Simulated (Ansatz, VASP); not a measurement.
## Two plane-wave programs on MgCd3O

```
Mg Cd O
1.0
     4.68957    0.00000    0.00000
     0.00000    4.68957    0.00000
     0.00000    0.00000    4.68957
Mg Cd O
1 3 1
Direct
  0.00000 0.00000 0.00000
  0.00000 0.50000 0.50000
  0.50000 0.00000 0.50000
  0.50000 0.50000 0.00000
  0.50000 0.50000 0.50000
```

Alike in both runs: task relaxation of cell and atoms; functional PBE; k mesh 8 × 8 × 8; occupations gaussian, width 0.1 eV; no spin polarisation.

|  | VASP | Ansatz |
| --- | --- | --- |
| version | VASP 6.6.1 | Ansatz 0.2.0 |
| potentials or method | VASP PAW PBE potentials, release 64 (Mg, Cd, O), cutoff 600 eV | scalar-relativistic, plane waves, PAW |
| valence electrons in the cell | 44 | 76 |

|  | VASP | Ansatz | Ansatz less VASP |
| --- | --- | --- | --- |
| gap on the k mesh at the Fermi level, each at its own relaxed structure (eV) | none | none | - |
| relaxed volume (Å³/atom) | 20.90 | 20.78 | -0.120 |
| relaxed cell length with the largest relative difference (Å) | 4.710 | 4.701 | -0.0090 |

A gap of «none» marks a metal or a gap that the smearing closes. VASP's potentials hold 44 valence electrons a cell and Ansatz's 76, so a difference there can come from the potentials and not from the codes.
